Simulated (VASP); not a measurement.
# CaB6 (Pm-3m) in VASP: settings compared

Aim: see how the results for CaB6 move with the level of theory and the settings. Levels: PBEsol, PBE. Tasks: single point.

All numbers are computed with VASP 6.6.1; they aren't measurements. Logs are shortened: lines on timing, memory, paths and dates and some standing lists are left out, and cuts for length are marked.

## (1) The cell of the first run

Symmetry: Pm-3m, No. 221, cubic system. Conventional cell: a = 4.148 Å, b = 4.148 Å, c = 4.148 Å, α = 90.00°, β = 90.00°, γ = 90.00°. Ca (site symmetry m-3m) has 24 B at 3.05 Å and 6 Ca at 4.15 Å within 4.2 Å. B (site symmetry 4mm) has 5 B at 1.67 to 1.75 Å within 2.2 Å.

## (2) Single point, PBEsol

Contents of INCAR:

```
SYSTEM = CaB6
PREC = Accurate ; ENCUT = 520
EDIFF = 1E-6 ; ISMEAR = 0
SIGMA = 0.01 ; LREAL = .FALSE.
LASPH = .TRUE. ; NELM = 80
ALGO = Normal ; ISIF = 2
LWAVE = .FALSE. ; LCHARG = .FALSE.
GGA = PS ; NBANDS = 23
```

Contents of KPOINTS:

```
regular mesh
0
G
  8 8 8
  0 0 0
```

Contents of POSCAR:

```
CaB6
1.0
    4.1479177234      0.0000000000      0.0000000000
    0.0000000000      4.1479177234      0.0000000000
    0.0000000000      0.0000000000      4.1479177234
Ca B
1 6
Direct
    0.0000000000      0.0000000000      0.0000000000
    0.2017760847      0.5000000000      0.5000000000
    0.5000000000      0.2017760847      0.5000000000
    0.7982239153      0.5000000000      0.5000000000
    0.5000000000      0.7982239153      0.5000000000
    0.5000000000      0.5000000000      0.2017760847
    0.5000000000      0.5000000000      0.7982239153
```

Potentials or basis: VASP PAW PBE potentials, release 64 (Ca_sv, B).

Command:

```bash
cat potpaw_PBE.64/Ca_sv/POTCAR potpaw_PBE.64/B/POTCAR > POTCAR
mpirun -np 1 vasp_std > vasp.out
```

OUTCAR:

```text
SYSTEM = CaB6
   PREC = Accurate
   ENCUT = 520
   EDIFF = 1E-6
   ISMEAR = 0
   LREAL = .FALSE.
   LASPH = .TRUE.
   NELM = 80
   ISIF = 2
   GGA = PS

 ion  position               nearest neighbor table
   1  0.000  0.000  0.000-
   2  0.202  0.500  0.500-   4 1.67   3 1.75   5 1.75   6 1.75   7 1.75
   3  0.500  0.202  0.500-   5 1.67   4 1.75   2 1.75   6 1.75   7 1.75
   4  0.798  0.500  0.500-   2 1.67   3 1.75   5 1.75   6 1.75   7 1.75
   5  0.500  0.798  0.500-   3 1.67   2 1.75   4 1.75   6 1.75   7 1.75
   6  0.500  0.500  0.202-   7 1.67   3 1.75   4 1.75   5 1.75   2 1.75
   7  0.500  0.500  0.798-   6 1.67   3 1.75   4 1.75   5 1.75   2 1.75

  LATTYP: Found a simple cubic cell.
 ALAT       =     4.1479177234

  Lattice vectors:

 A1 = (   4.1479177234,   0.0000000000,   0.0000000000)
 A2 = (   0.0000000000,   4.1479177234,   0.0000000000)
 A3 = (   0.0000000000,   0.0000000000,   4.1479177234)

Analysis of symmetry for initial positions (statically):
=====================================================================
 Subroutine PRICEL returns:
 Original cell was already a primitive cell.

 Routine SETGRP: Setting up the symmetry group for a
 simple cubic supercell.

 Subroutine GETGRP returns: Found 48 space group operations
 (whereof 48 operations were pure point group operations)
 out of a pool of 48 trial point group operations.

The static configuration has the point symmetry O_h .

Analysis of symmetry for dynamics (positions and initial velocities):
=====================================================================
 Subroutine PRICEL returns:
 Original cell was already a primitive cell.

 Routine SETGRP: Setting up the symmetry group for a
 simple cubic supercell.

 Subroutine GETGRP returns: Found 48 space group operations
 (whereof 48 operations were pure point group operations)
 out of a pool of 48 trial point group operations.

The dynamic configuration has the point symmetry O_h .

 Subroutine INISYM returns: Found 48 space group operations
 (whereof 48 operations are pure point group operations),
 and found     1 'primitive' translations

----------------------------------------------------------------------------------------

                                     Primitive cell

  volume of cell :      71.3658

  direct lattice vectors                    reciprocal lattice vectors
     4.147917723  0.000000000  0.000000000     0.241084821  0.000000000  0.000000000
     0.000000000  4.147917723  0.000000000     0.000000000  0.241084821  0.000000000
     0.000000000  0.000000000  4.147917723     0.000000000  0.000000000  0.241084821

  length of vectors
     4.147917723  4.147917723  4.147917723     0.241084821  0.241084821  0.241084821

  position of ions in fractional coordinates (direct lattice)
     0.000000000  0.000000000  0.000000000
     0.201776085  0.500000000  0.500000000
     0.500000000  0.201776085  0.500000000
     0.798223915  0.500000000  0.500000000
     0.500000000  0.798223915  0.500000000
     0.500000000  0.500000000  0.201776085
     0.500000000  0.500000000  0.798223915

  ion indices of the primitive-cell ions
   primitive index   ion index
                 1           1
                 2           2
                 3           3
                 4           4
                 5           5
                 6           6
                 7           7

----------------------------------------------------------------------------------------

 KPOINTS: regular mesh

Automatic generation of k-mesh.
 Grid dimensions read from file:
 generate k-points for:    8    8    8

 Generating k-lattice:

  Cartesian coordinates                     Fractional coordinates (reciprocal lattice)
     0.030135603  0.000000000  0.000000000     0.125000000  0.000000000  0.000000000
     0.000000000  0.030135603  0.000000000     0.000000000  0.125000000  0.000000000
     0.000000000  0.000000000  0.030135603     0.000000000  0.000000000  0.125000000

  Length of vectors
     0.030135603  0.030135603  0.030135603

  Shift w.r.t. Gamma in fractional coordinates (k-lattice)
     0.000000000  0.000000000  0.000000000

 Subroutine IBZKPT returns following result:
 ===========================================

 Found     35 irreducible k-points:

 Following reciprocal coordinates:
            Coordinates               Weight
  0.000000  0.000000  0.000000      1.000000
  0.125000  0.000000  0.000000      6.000000
  0.250000  0.000000  0.000000      6.000000
  0.375000  0.000000  0.000000      6.000000
  0.500000  0.000000  0.000000      3.000000
  0.125000  0.125000  0.000000     12.000000
[... 16 lines left out ...]
  0.375000  0.375000  0.125000     24.000000
  0.500000  0.375000  0.125000     24.000000
 [... further k-points ...]
   k-points           NKPTS =     35   k-points in BZ     NKDIM =     35   number of bands    NBANDS=     23
   number of dos      NEDOS =    301   number of ions     NIONS =      7
   total plane-waves  NPLWV =  32768
   dimension x,y,z NGX =    32 NGY =   32 NGZ =   32
   dimension x,y,z NGXF=    64 NGYF=   64 NGZF=   64
   ions per type =               1   6
   NGX,Y,Z   is equivalent  to a cutoff of  12.83, 12.83, 12.83 a.u.
   NGXF,Y,Z  is equivalent  to a cutoff of  25.65, 25.65, 25.65 a.u.
 SYSTEM =  CaB6
   PREC   = accura    normal or accurate (medium, high low for compatibility)
   ISTART =      0    job   : 0-new  1-cont  2-samecut
   ICHARG =      2    charge: 1-file 2-atom 10-const
   ISPIN  =      1    spin polarized calculation?
   LNONCOLLINEAR =      F non collinear calculations
   LSORBIT =      F    spin-orbit coupling
   LASPH  =      T    aspherical Exc in radial PAW
   ENCUT  =  520.0 eV  38.22 Ry    6.18 a.u.   7.71  7.71  7.71*2*pi/ulx,y,z
   NELM   =     80;   NELMIN=  2; NELMDL= -5     # of ELM steps
   EDIFF  = 0.1E-05   stopping-criterion for ELM
   LREAL  =      F    real-space projection
   EDIFFG = 0.1E-04   stopping-criterion for IOM
   NSW    =      0    number of steps for IOM
   IBRION =     -1    ionic relax: 0-MD 1-quasi-New 2-CG
   NFREE  =      0    steps in history (QN), initial steepest desc. (CG)
   ISIF   =      2    stress and relaxation
   ISYM   =      2    0-nonsym 1-usesym 2-fastsym
   POTIM  = 0.5000    time-step for ionic-motion
   TEBEG  =    0.0;   TEEND  =   0.0 temperature during run
   PSTRESS=    0.0 pullay stress
   NELECT =      28.0000    total number of electrons
   NUPDOWN=      -1.0000    fix difference up-down
   EMIN   =  10.00;   EMAX   =-10.00  energy-range for DOS
   EFERMI =   0.00;   METHOD = LEGACY
   ISMEAR =     0;   SIGMA  =   0.01  broadening in eV -4-tet -1-fermi 0-gaus
   EFERMI_NEDOS =   21; number of points for ismear=-14 and -15
   IALGO  =     38    algorithm
   IMIX   =      4    mixing-type and parameters
     AMIX     =   0.40;   BMIX     =  1.00
     AMIX_MAG =   1.60;   BMIX_MAG =  1.00
  volume/ion in A,a.u.               =      10.20        68.80
  Fermi-wavevector in a.u.,A,eV,Ry     =   1.198480  2.264798 19.542779  1.436354
  Thomas-Fermi vector in A             =   2.334368
   LORBIT       =      0    0 simple, 1 ext, 2 COOP (PROOUT), +10 PAW based schemes
   GGA     = PS    functional components
   LHFCALC =     F    Hartree Fock is set to
   AEXX    =    0.0000 exact exchange contribution
   IVDW    =     0    specifies the selected vdW correction
   LEPSILON=     F    determine dielectric tensor
   LRPA    =     F    only Hartree local field effects (RPA)
 non-spin polarized calculation
 Gauss-broadening in eV      SIGMA  =   0.01
  energy-cutoff  :      520.00
  volume of cell :       71.37
 maximum number of plane-waves:      1937
 NGX is ok and might be reduce to    32
   NGX = 15   NGY = 15   NGZ = 15

 number of electron      28.0000006 magnetization

 Free energy of the ion-electron system (eV)
  ---------------------------------------------------
  ext. energy  EPLUGINS =         0.00000000
  ---------------------------------------------------
  free energy    TOTEN  =       -47.10149158 eV

  energy without entropy =      -47.10149158  energy(sigma->0) =      -47.10149158

 E-fermi :   4.6058     XC(G=0): -10.6985

 val. band max:        4.5718407197   @ k =   0.3750   0.0000   0.0000
 cond. band min:       4.6388576546   @ k =   0.5000   0.0000   0.0000
 fundamental gap:      0.0670169349
 Fermi energy:         4.6058422396

 k-point     1 :       0.0000    0.0000    0.0000
  band No.  band energies     occupation
      1     -36.3496      2.00000
      2     -17.4157      2.00000
      3     -17.4157      2.00000
      4     -17.4157      2.00000
      5      -9.8541      2.00000
      6      -2.3269      2.00000
[... 15 lines left out ...]
     22       9.3267      0.00000
     23      10.3388      0.00000

 k-point     2 :       0.1250    0.0000    0.0000
  band No.  band energies     occupation
      1     -36.3492      2.00000
      2     -17.4247      2.00000
      3     -17.4146      2.00000
      4     -17.4146      2.00000
      5      -9.8030      2.00000
      6      -3.0794      2.00000
[... 15 lines left out ...]
     22       9.1865      0.00000
     23       9.8484      0.00000

 k-point     3 :       0.2500    0.0000    0.0000
  band No.  band energies     occupation
      1     -36.3484      2.00000
      2     -17.4464      2.00000
      3     -17.4122      2.00000
      4     -17.4122      2.00000
      5      -9.6712      2.00000
      6      -3.9882      2.00000
[... 15 lines left out ...]
     22       9.6174      0.00000
     23      10.0240      0.00000

 k-point     4 :       0.3750    0.0000    0.0000
  band No.  band energies     occupation
      1     -36.3475      2.00000
      2     -17.4679      2.00000
      3     -17.4097      2.00000
      4     -17.4097      2.00000
      5      -9.5248      2.00000
      6      -4.6321      2.00000
[... 15 lines left out ...]
     22      10.6533      0.00000
     23      10.7677      0.00000

 k-point     5 :       0.5000    0.0000    0.0000
  band No.  band energies     occupation
      1     -36.3471      2.00000
      2     -17.4768      2.00000
      3     -17.4087      2.00000
      4     -17.4087      2.00000
      5      -9.4587      2.00000
      6      -4.8671      2.00000
[... 15 lines left out ...]
     22      11.1586      0.00000
     23      11.1586      0.00000

 k-point     6 :       0.1250    0.1250    0.0000
  band No.  band energies     occupation
      1     -36.3489      2.00000
      2     -17.4244      2.00000
      3     -17.4227      2.00000
      4     -17.4136      2.00000
      5      -9.7544      2.00000
      6      -3.1997      2.00000
[... 15 lines left out ...]
     22       9.6009      0.00000
     23      10.0278      0.00000

 k-point     7 :       0.2500    0.1250    0.0000
  band No.  band energies     occupation
      1     -36.3480      2.00000
      2     -17.4450      2.00000
      3     -17.4207      2.00000
      4     -17.4112      2.00000
      5      -9.6296      2.00000
      6      -3.9338      2.00000
[... 353 lines left out ...]
     22      10.8162      0.00000
     23      11.1572      0.00000

 k-point    21 :       0.3750    0.2500    0.1250
  band No.  band energies     occupation
      1     -36.3460      2.00000
      2     -17.4604      2.00000
      3     -17.4366      2.00000
      4     -17.4144      2.00000
      5      -9.3732      2.00000
      6      -4.2859      2.00000
[... 15 lines left out ...]
     22      10.8612      0.00000
     23      11.3795      0.00000

 k-point    22 :       0.5000    0.2500    0.1250
  band No.  band energies     occupation
      1     -36.3456      2.00000
      2     -17.4687      2.00000
      3     -17.4352      2.00000
      4     -17.4133      2.00000
      5      -9.3231      2.00000
      6      -4.4930      2.00000
[... 15 lines left out ...]
     22      10.8491      0.00000
     23      11.5772      0.00000

 k-point    23 :       0.3750    0.3750    0.1250
  band No.  band energies     occupation
      1     -36.3451      2.00000
      2     -17.4570      2.00000
      3     -17.4554      2.00000
      4     -17.4119      2.00000
      5      -9.2811      2.00000
      6      -4.1092      2.00000
[... 15 lines left out ...]
     22      11.4414      0.00000
     23      11.9781      0.00000

 k-point    24 :       0.5000    0.3750    0.1250
  band No.  band energies     occupation
      1     -36.3448      2.00000
      2     -17.4642      2.00000
      3     -17.4545      2.00000
      4     -17.4108      2.00000
      5      -9.2404      2.00000
      6      -4.2439      2.00000
[... 15 lines left out ...]
     22      11.3467      0.00000
     23      12.4780      0.00000

 [... further k-points ...]

------------------------ aborting loop because EDIFF is reached ----------------------------------------

  FORCE on cell =-STRESS in cart. coord.  units (eV):
  Direction    XX          YY          ZZ          XY          YZ          ZX
  --------------------------------------------------------------------------------------
  -------------------------------------------------------------------------------------
  Total       -0.8761774     -0.8761774     -0.8761774      0.0000000      0.0000000     -0.0000000
  in kB      -19.6703558    -19.6703558    -19.6703558      0.0000000      0.0000000     -0.0000000
  external PRESSURE =     -19.6703558 kB  Pullay stress =       0.0000000 kB

 VOLUME and BASIS-vectors are now :
 -----------------------------------------------------------------------------
  energy-cutoff  :      520.00
  volume of cell :       71.37
      direct lattice vectors                 reciprocal lattice vectors
     4.147917723  0.000000000  0.000000000     0.241084821  0.000000000  0.000000000
     0.000000000  4.147917723  0.000000000     0.000000000  0.241084821  0.000000000
     0.000000000  0.000000000  4.147917723     0.000000000  0.000000000  0.241084821

 POSITION                                       TOTAL-FORCE (eV/Angst)
 -----------------------------------------------------------------------------------
      0.00000      0.00000      0.00000        -0.000000      0.000000      0.000000
      0.83695      2.07396      2.07396         0.005900      0.000000      0.000000
      2.07396      0.83695      2.07396        -0.000000      0.005900      0.000000
      3.31097      2.07396      2.07396        -0.005900      0.000000      0.000000
      2.07396      3.31097      2.07396        -0.000000     -0.005900      0.000000
      2.07396      2.07396      0.83695        -0.000000      0.000000      0.005900
      2.07396      2.07396      3.31097        -0.000000      0.000000     -0.005900
 -----------------------------------------------------------------------------------
    total drift:                                0.000000     -0.000000     -0.000000

  FREE ENERGIE OF THE ION-ELECTRON SYSTEM (eV)
  ---------------------------------------------------
  free  energy   TOTEN  =       -47.1014915773 eV

  energy  without entropy=      -47.1014915760  energy(sigma->0) =      -47.10149158
```

It took 39 s on 1 thread of Intel Xeon Platinum 8259CL at 2.50GHz (Skylake/Cascade Lake), shared host; peak memory 0.2 GiB.

Results:

* Free energy: -47.1015 eV
* Pressure: -2.0 GPa
* Largest force: 0.006 eV/Å
* Band gap on the k mesh: 0.07 eV (least direct gap 0.10 eV)

Forces on the atoms (eV/Å):
```
Ca   0.000  0.000  0.000
B    0.006  0.000  0.000
B    0.000  0.006  0.000
B   -0.006  0.000  0.000
B    0.000 -0.006  0.000
B    0.000  0.000  0.006
B    0.000  0.000 -0.006
```

Caveat: the PAW data sets were made with another functional, which shifts forces and pressure a little. A k mesh can miss the band edges.

(Part 1 of 2 ends here.)
